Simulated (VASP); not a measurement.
# ZnCu (Cmmm) in VASP: single point with PBEsol

Aim: the single point of ZnCu with PBEsol.

Program: VASP 6.6.1. These are calculated values, not measurements. Logs are shortened: lines on timing, memory, paths and dates and some standing lists are left out, and cuts for length are marked.

### Step 1. The cell of the first run

The structure is orthorhombic, space group Cmmm (No. 65). The conventional cell has a = 2.957 Å, b = 4.095 Å, c = 4.077 Å, α = 90.00°, β = 90.00°, γ = 90.00°. Zn (site symmetry mmm) has 8 Cu at 2.52 to 2.89 Å and 6 Zn at 2.53 to 2.96 Å within 3.3 Å. Within 3.3 Å of Cu (site symmetry mmm) lie 8 Zn at 2.52 to 2.89 Å and 6 Cu at 2.53 to 2.96 Å.

### Step 2. Single point, PBEsol

INCAR

```
SYSTEM = ZnCu
  PREC = Accurate
  ENCUT = 520
  EDIFF = 1E-7
  ISMEAR = 1
  SIGMA = 0.1
  LREAL = .FALSE.
  LASPH = .TRUE.
  NELM = 80
  ALGO = Normal
  ISIF = 2
  LWAVE = .FALSE.
  LCHARG = .FALSE.
  GGA = PS
  NBANDS = 18
```

KPOINTS

```
Automatic mesh
0
G
  10 10 6
  0 0 0
```

POSCAR

```
ZnCu
1.0
    1.4786760031     -2.0475469942      0.0000000000
    1.4786760031      2.0475469942      0.0000000000
    0.0000000000      0.0000000000      4.0768888688
Zn Cu
1 1
Direct
    0.5000000000      0.5000000000      0.5000000000
    0.0000000000      0.0000000000      0.0000000000
```

Potentials or basis: VASP PAW PBE potentials, release 64 (Zn, Cu).

Command:

```bash
$ cat potpaw_PBE.64/Zn/POTCAR potpaw_PBE.64/Cu/POTCAR > POTCAR
$ mpirun -np 1 vasp_std > vasp.out
```

OUTCAR:

```text
SYSTEM = ZnCu
   PREC = Accurate
   ENCUT = 520
   EDIFF = 1E-7
   ISMEAR = 1
   LREAL = .FALSE.
   LASPH = .TRUE.
   NELM = 80
   ISIF = 2
   GGA = PS

 ion  position               nearest neighbor table
   1  0.500  0.500  0.500-   2 2.52   2 2.52   2 2.52   2 2.52   2 2.89   2 2.89   2 2.89   2 2.89

   2  0.000  0.000  0.000-   1 2.52   1 2.52   1 2.52   1 2.52   1 2.89   1 2.89   1 2.89   1 2.89

  LATTYP: Found a base centered orthorhombic cell.
 ALAT       =     2.9573520062
 B/A-ratio  =     1.3847164557
 C/A-ratio  =     1.3785605705

  Lattice vectors:

 A1 = (   1.4786760031,  -2.0475469942,   0.0000000000)
 A2 = (   1.4786760031,   2.0475469942,   0.0000000000)
 A3 = (   0.0000000000,   0.0000000000,   4.0768888688)

Analysis of symmetry for initial positions (statically):
=====================================================================
 Subroutine PRICEL returns:
 Original cell was already a primitive cell.

 Routine SETGRP: Setting up the symmetry group for a
 base centered orthorhombic supercell.

 Subroutine GETGRP returns: Found  8 space group operations
 (whereof  8 operations were pure point group operations)
 out of a pool of  8 trial point group operations.

The static configuration has the point symmetry D_2h.

Analysis of symmetry for dynamics (positions and initial velocities):
=====================================================================
 Subroutine PRICEL returns:
 Original cell was already a primitive cell.

 Routine SETGRP: Setting up the symmetry group for a
 base centered orthorhombic supercell.

 Subroutine GETGRP returns: Found  8 space group operations
 (whereof  8 operations were pure point group operations)
 out of a pool of  8 trial point group operations.

The dynamic configuration has the point symmetry D_2h.

 Subroutine INISYM returns: Found  8 space group operations
 (whereof  8 operations are pure point group operations),
 and found     1 'primitive' translations

----------------------------------------------------------------------------------------

                                     Primitive cell

  volume of cell :      24.6869

  direct lattice vectors                    reciprocal lattice vectors
     1.478676003 -2.047546994  0.000000000     0.338140336 -0.244194639  0.000000000
     1.478676003  2.047546994  0.000000000     0.338140336  0.244194639  0.000000000
     0.000000000  0.000000000  4.076888869     0.000000000  0.000000000  0.245285077
[... 82 lines left out ...]
   ENCUT  =  520.0 eV  38.22 Ry    6.18 a.u.   4.70  4.70  7.58*2*pi/ulx,y,z
   NELM   =     80;   NELMIN=  2; NELMDL= -5     # of ELM steps
   EDIFF  = 0.1E-06   stopping-criterion for ELM
   LREAL  =      F    real-space projection
   EDIFFG = 0.1E-05   stopping-criterion for IOM
   NSW    =      0    number of steps for IOM
   IBRION =     -1    ionic relax: 0-MD 1-quasi-New 2-CG
   NFREE  =      0    steps in history (QN), initial steepest desc. (CG)
   ISIF   =      2    stress and relaxation
   ISYM   =      2    0-nonsym 1-usesym 2-fastsym
   POTIM  = 0.5000    time-step for ionic-motion
   TEBEG  =    0.0;   TEEND  =   0.0 temperature during run
   PSTRESS=    0.0 pullay stress
   NELECT =      23.0000    total number of electrons
   NUPDOWN=      -1.0000    fix difference up-down
   EMIN   =  10.00;   EMAX   =-10.00  energy-range for DOS
   EFERMI =   0.00;   METHOD = LEGACY
   ISMEAR =     1;   SIGMA  =   0.10  broadening in eV -4-tet -1-fermi 0-gaus
   EFERMI_NEDOS =   21; number of points for ismear=-14 and -15
   IALGO  =     38    algorithm
   IMIX   =      4    mixing-type and parameters
     AMIX     =   0.40;   BMIX     =  1.00
     AMIX_MAG =   1.60;   BMIX_MAG =  1.00
  volume/ion in A,a.u.               =      12.34        83.30
  Fermi-wavevector in a.u.,A,eV,Ry     =   1.598928  3.021535 34.784248  2.556570
  Thomas-Fermi vector in A             =   2.696301
   LORBIT       =      0    0 simple, 1 ext, 2 COOP (PROOUT), +10 PAW based schemes
   GGA     = PS    functional components
   LHFCALC =     F    Hartree Fock is set to
   AEXX    =    0.0000 exact exchange contribution
   IVDW    =     0    specifies the selected vdW correction
   LEPSILON=     F    determine dielectric tensor
   LRPA    =     F    only Hartree local field effects (RPA)
 non-spin polarized calculation
 Methfessel and Paxton  Order N= 1 SIGMA  =   0.10
  energy-cutoff  :      520.00
  volume of cell :       24.69
 maximum number of plane-waves:       686
   NGX =  9   NGY =  9   NGZ = 15

 number of electron      22.9999980 magnetization

 Free energy of the ion-electron system (eV)
  ---------------------------------------------------
  ext. energy  EPLUGINS =         0.00000000
  ---------------------------------------------------
  free energy    TOTEN  =        -5.99281561 eV

  energy without entropy =       -5.99310518  energy(sigma->0) =       -5.99291213

 E-fermi :   5.8014     XC(G=0): -12.7596

 val. band max:        5.7558045123   @ k =   0.4000   0.4000   0.1667
 cond. band min:       5.8395437854   @ k =  -0.2000   0.1000   0.0000
 fundamental gap:      0.0837392731
 Fermi energy:         5.8014148191

 k-point     1 :       0.0000    0.0000    0.0000
  band No.  band energies     occupation
      1      -5.0293      2.00000
      2      -2.5786      2.00000
      3      -2.4685      2.00000
      4      -1.6253      2.00000
      5      -1.5592      2.00000
      6      -1.3809      2.00000
[... 481 lines left out ...]
      5      -1.7002      2.00000
      6       1.7383      2.00000
[... 10 lines left out ...]
     17      14.6489      0.00000
     18      19.0570      0.00000

 [... further k-points ...]

------------------------ aborting loop because EDIFF is reached ----------------------------------------

  FORCE on cell =-STRESS in cart. coord.  units (eV):
  Direction    XX          YY          ZZ          XY          YZ          ZX
  --------------------------------------------------------------------------------------
  -------------------------------------------------------------------------------------
  Total        0.1096927      0.1362409      0.1648793      0.0000000      0.0000000      0.0000000
  in kB        7.1190576      8.8420372     10.7006662      0.0000000      0.0000000      0.0000000
  external PRESSURE =       8.8872537 kB  Pullay stress =       0.0000000 kB

 VOLUME and BASIS-vectors are now :
 -----------------------------------------------------------------------------
  energy-cutoff  :      520.00
  volume of cell :       24.69
      direct lattice vectors                 reciprocal lattice vectors
     1.478676003 -2.047546994  0.000000000     0.338140336 -0.244194639  0.000000000
     1.478676003  2.047546994  0.000000000     0.338140336  0.244194639  0.000000000
     0.000000000  0.000000000  4.076888869     0.000000000  0.000000000  0.245285077

 POSITION                                       TOTAL-FORCE (eV/Angst)
 -----------------------------------------------------------------------------------
      1.47868      0.00000      2.03844         0.000000      0.000000      0.000000
      0.00000      0.00000      0.00000        -0.000000     -0.000000      0.000000
 -----------------------------------------------------------------------------------
    total drift:                                0.000000      0.000000      0.000000

  FREE ENERGIE OF THE ION-ELECTRON SYSTEM (eV)
  ---------------------------------------------------
  free  energy   TOTEN  =        -5.9928156069 eV

  energy  without entropy=       -5.9931051840  energy(sigma->0) =       -5.99291213
```

stdout:

```text
POSCAR found type information on POSCAR ZnCu
 POSCAR found :  2 types and       2 ions
 scaLAPACK will be used
 -----------------------------------------------------------------------------
|                                                                             |
|                                                                             |
|     You enforced a specific xc type in the INCAR file but a different       |
|     I HOPE YOU KNOW WHAT YOU ARE DOING!                                     |
|                                                                             |
 -----------------------------------------------------------------------------

 LDA part: xc-table for (Slater+PW92), standard interpolation
 POSCAR, INCAR and KPOINTS ok, starting setup
 FFT: planning ... GRIDC
 FFT: planning ... GRID_SOFT
 FFT: planning ... GRID
 WAVECAR not read
 entering main loop
```

It took 22 s on 1 thread of AMD EPYC 9R45 (Zen 5), shared host; peak memory 0.14 GiB.

Results:

```
Free energy : -5.9928 eV
Pressure    : 0.9 GPa
```

Levels at points of the mesh, in eV from the Fermi level:
```
           k point  band 8  band 9  band 10  band 11  band 12  band 13  band 14  band 15  band 16  band 17
(0.00, 0.00, 0.00)   -3.87   -2.68    -2.63    -2.57    -1.99     2.16    14.47    15.13    18.49    21.09
(0.50, 0.00, 0.00)   -4.07   -3.03    -2.72    -2.45    -0.87     6.59     6.60     6.83     7.58    14.72
(0.50, 0.50, 0.00)   -3.04   -3.04    -2.14    -1.95     1.98     5.57     6.47     6.64    10.94    11.61
(0.00, 0.00, 0.50)   -3.90   -3.73    -2.86    -2.66    -2.58    11.47    11.86    16.98    17.28    18.47
(0.50, 0.00, 0.50)   -2.83   -2.71    -2.68    -2.34    -1.68     1.22     2.51    14.69    15.25    16.03
(0.50, 0.50, 0.50)   -3.44   -2.98    -1.95     1.25     1.91     2.02     4.00     8.19     9.56    11.54
```

Caveat: the PAW data sets were made with another functional, which shifts forces and pressure a little.
